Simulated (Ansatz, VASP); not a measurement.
# TiO2 in VASP and in Ansatz

Contents of INCAR:

```
SYSTEM = TiO2
PREC = Accurate
ENCUT = 520
EDIFF = 1E-6
ISMEAR = 0
SIGMA = 0.05
LREAL = .False.
LASPH = .True.
NELM = 80
ALGO = Normal
ISIF = 2
LWAVE = .False.
LCHARG = .False.
GGA = PE
NBANDS = 60
```

File KPOINTS:

```
Automatic mesh
0
Gamma
  7 7 3
  0 0 0
```

The input POSCAR:

```
TiO2
1.0
   -3.7992225376      0.0000000000      0.0000000000
    0.0000000000     -3.7992225376      0.0000000000
    0.0000000000      0.0000000000      9.9468968543
Ti O
4 8
Direct
    0.0000000000      1.0000000000      0.6092915834
    0.5000000000      0.5000000000      0.1218583167
    0.5000000000      0.0000000000      0.3655749500
    0.0000000000      0.5000000000      0.8530082167
    0.0000000000      0.0000000000      0.8106080795
    0.5000000000      0.5000000000      0.3231748128
    0.5000000000      0.0000000000      0.5668914461
    0.0000000000      0.5000000000      0.0794581794
    0.5000000000      0.0000000000      0.1642584539
    0.0000000000      0.5000000000      0.6516917206
    0.0000000000      0.0000000000      0.4079750873
    0.5000000000      0.5000000000      0.8954083540
```

Input for Ansatz:

```yaml
crystal:
  lattice:
    - [-3.7992225376, 0.0, 0.0]
    - [0.0, -3.7992225376, 0.0]
    - [0.0, 0.0, 9.9468968543]
  atoms:
    - { symbol: Ti, position: [0.0, 1.0, 0.6092915834] }
    - { symbol: Ti, position: [0.5, 0.5, 0.1218583167] }
    - { symbol: Ti, position: [0.5, 0.0, 0.36557495] }
    - { symbol: Ti, position: [0.0, 0.5, 0.8530082167] }
    - { symbol: O, position: [0.0, 0.0, 0.8106080795] }
    - { symbol: O, position: [0.5, 0.5, 0.3231748128] }
    - { symbol: O, position: [0.5, 0.0, 0.5668914461] }
    - { symbol: O, position: [0.0, 0.5, 0.0794581794] }
    - { symbol: O, position: [0.5, 0.0, 0.1642584539] }
    - { symbol: O, position: [0.0, 0.5, 0.6516917206] }
    - { symbol: O, position: [0.0, 0.0, 0.4079750873] }
    - { symbol: O, position: [0.5, 0.5, 0.895408354] }
basis:
  ecutwfc: 420
kpoints:
  mp_grid: { grid: [7, 7, 3] }
hamiltonian:
  xc: pbe
scf:
  occupations: { method: gaussian, width: 0.05 }
output:
  forces: true
  stress: true
  eigenvalues: true
```

Alike in both runs: task single point; functional PBE; k mesh 7 × 7 × 3; occupations gaussian, width 0.05 eV; no spin polarisation.

|  | VASP | Ansatz |
| --- | --- | --- |
| version | VASP 6.6.1 | Ansatz 0.2.0 |
| potentials or method | VASP PAW PBE potentials, release 64 (Ti_sv, O), cutoff 520 eV | scalar-relativistic, plane waves, PAW |
| valence electrons in the cell | 96 | 96 |

|  | VASP | Ansatz | Ansatz less VASP |
| --- | --- | --- | --- |
| gap on the k mesh at the Fermi level (eV) | 1.93 | 1.95 | +0.022 |
| least direct gap on the mesh (eV) | 2.09 | 2.11 | +0.020 |
| pressure (GPa) | -3.3 | -4.0 | -0.63 |
| traceless stress, the component that is largest in VASP (GPa) | 4.07 | 4.03 | -0.035 |
| rms of the force components (eV/Å) | 0.268 | 0.262 | -0.0061 |

Atom by atom the forces differ by 0.012 eV/Å (rms over components). The functional is the same, so the differences come from potentials, cutoffs and numerics.
